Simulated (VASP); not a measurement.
Input of a VASP 6.6.1 run:

INCAR

```
PREC = Accurate
ENCUT = 520
EDIFF = 1E-6
ISMEAR = 0
SIGMA = 0.05
LREAL = F
LASPH = T
NELM = 60
ALGO = Normal
ISIF = 2
LWAVE = F
LCHARG = T
GGA = PE
IVDW = 12
LELF = T
LVHAR = T
NBANDS = 11
```

Contents of KPOINTS:

```
regular mesh
0
Gamma
  15 15 15
```

File POSCAR:

```
C
1.0
    1.2324809262      0.7115731945      3.3609366220
   -1.2324809262      0.7115731945      3.3609366220
    0.0000000000     -1.4231463891      3.3609366220
C
2
Direct
    0.1513446035      0.1513446035      0.1829646816
    0.8486553965      0.8486553965      0.8170353184
```

Potentials or basis: VASP PAW PBE potentials, release 64 (C).

Command:

```bash
$ cat potpaw_PBE.64/C/POTCAR > POTCAR
$ mpirun -np 1 vasp_std > vasp.out
```

Task: What does it give for the largest force?

Result: 5.476 eV/Å.

Task: What does it give for the dispersion energy per atom?

Result: -0.156 eV.

Task: Estimate the pressure.

Result: 3.9 GPa.

Forces on the atoms (eV/Å):
```
C    0.000  5.270  1.488
C    0.000 -5.270 -1.488
```

Caveat: the cell differs from its parent crystal (atoms displaced along several vibrational modes); the stress differs along the axes, from -4 to 17 GPa; forces of over 1 eV/Å act on the atoms, so gaps and moduli don't describe the material at rest.
